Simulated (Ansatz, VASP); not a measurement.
## C in VASP and in Ansatz

Contents of INCAR:

```
  ALGO = Normal
  EDIFF = 1E-7
  ENCUT = 520
  GGA = PE
  ISIF = 2
  ISMEAR = 0
  IVDW = 12
  LASPH = True
  LCHARG = False
  LREAL = False
  LWAVE = False
  NBANDS = 11
  NELM = 100
  PREC = Accurate
  SIGMA = 0.03
```

File KPOINTS:

```
k-points
0
Gamma
  16 16 16
```

POSCAR

```
C
1.0
    0.0000000000      2.1482183678      3.4203586967
    1.2409363575      0.0000000000      3.4203586967
    1.2409363575      2.1482183678      0.0000000000
C
2
Direct
    0.1579107009      0.8420892991      0.1579107009
    0.8420892991      0.1579107009      0.8420892991
```

Input for Ansatz:

```yaml
crystal:
  lattice:
    - [0.0, 2.1482183678, 3.4203586967]
    - [1.2409363575, 0.0, 3.4203586967]
    - [1.2409363575, 2.1482183678, 0.0]
  atoms:
    - { symbol: C, position: [0.1579107009, 0.8420892991, 0.1579107009] }
    - { symbol: C, position: [0.8420892991, 0.1579107009, 0.8420892991] }
basis:
  ecutwfc: 520.0
kpoints:
  mp_grid: { grid: [16, 16, 16] }
hamiltonian:
  xc: pbe
  pseudopotentials: { kind: paw, azcp: { folder: soft_1 } }
  dispersion: d3bj
scf:
  occupations: { method: gaussian, width: 0.03 }
output:
  forces: true
  stress: true
  eigenvalues: true
```

Alike in both runs: task single point; functional PBE; dispersion D3(BJ); k mesh 16 × 16 × 16; occupations gaussian, width 0.03 eV; no spin polarisation.

```csv
,VASP,Ansatz
version,VASP 6.6.1,Ansatz 0.2.0
potentials or method,"VASP PAW PBE potentials, release 64 (C), cutoff 520 eV","scalar-relativistic, plane waves, PAW"
valence electrons in the cell,8,8
```

|  | VASP | Ansatz | Ansatz less VASP |
| --- | --- | --- | --- |
| gap on the k mesh at the Fermi level (eV) | none | none | - |
| pressure (GPa) | -2.5 | -2.9 | -0.39 |
| traceless stress, the component that is largest in VASP (GPa) | -8.50 | -8.61 | -0.108 |
| rms of the force components (eV/Å) | 2.424 | 2.419 | -0.0050 |

Atom by atom the forces differ by 0.005 eV/Å (rms over components). A gap of «none» marks a metal or a gap that the smearing closes.
